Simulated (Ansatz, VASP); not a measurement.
SnO2 in VASP and in Ansatz

```
Sn O
1.0
     3.18453    0.00000    0.00000
    -1.59226    2.75788    0.00000
     0.00000    0.00000   10.24730
Sn O
2 4
Direct
  0.00000 0.00000 0.50000
  0.00000 0.00000 0.00000
  0.66667 0.33333 0.40179
  0.66667 0.33333 0.09821
  0.33333 0.66667 0.59821
  0.33333 0.66667 0.90179
```

Change from the starting cell: mode 1 frozen in at +0.000 Å, equal normal strain along x, y and z -0.0083.

Alike in both runs: task single point; functional PBE; dispersion D3(BJ); k mesh 12 × 12 × 4; occupations gaussian, width 0.05 eV; no spin polarisation.

|  | VASP | Ansatz |
| --- | --- | --- |
| version | VASP 6.6.1 | Ansatz 0.2.0 |
| potentials or method | VASP PAW PBE potentials, release 64 (Sn_d, O), cutoff 520 eV | scalar-relativistic, plane waves, PAW |
| valence electrons in the cell | 52 | 52 |

```csv
,VASP,Ansatz,Ansatz less VASP
gap on the k mesh at the Fermi level (eV),2.21,2.24,+0.026
least direct gap on the mesh (eV),2.62,2.64,+0.019
pressure (GPa),4.2,3.6,-0.62
"traceless stress, the component that is largest in VASP (GPa)",-1.82,-1.45,+0.377
rms of the force components (eV/Å),0.162,0.134,-0.0273
```

Atom by atom the forces differ by 0.027 eV/Å (rms over components).
